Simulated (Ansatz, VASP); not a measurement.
B in VASP and in Ansatz

```
B
1.0
     2.87569    0.00000    0.00000
    -1.43785    2.49042    0.00000
     0.00000    0.00000   11.87600
B
12
Cartesian
  0.0000 0.0000 1.4718
  0.0000 0.0000 7.4098
  0.0000 0.0000 4.4662
  0.0000 0.0000 10.4042
  0.0000 1.6603 6.4474
  1.4378 0.8301 0.5094
  0.0000 1.6603 11.3666
  1.4378 0.8301 5.4286
  0.0000 1.6603 8.0560
  1.4378 0.8301 2.1180
  0.0000 1.6603 9.7580
  1.4378 0.8301 3.8200
```

Alike in both runs: functional PBE; k mesh 12 × 12 × 4; occupations gaussian, width 0.1 eV; no spin polarisation.

Ansatz relaxed the structure, and its values are those at the end. VASP's run is a single point on that final structure, the one shown.

|  | VASP | Ansatz |
| --- | --- | --- |
| version | VASP 6.6.1 | Ansatz 0.2.0 |
| potentials or method | VASP PAW PBE potentials, release 64 (B), cutoff 520 eV | scalar-relativistic, plane waves, PAW |
| valence electrons in the cell | 36 | 36 |

```tsv
	VASP	Ansatz	Ansatz less VASP
gap on the k mesh at the Fermi level (eV)	none	none	-
pressure (GPa)	0.0	0.0	-0.04
rms of the force components (eV/Å)	0.010	0.001	-0.0097
```

A gap of «none» marks a metal or a gap that the smearing closes.
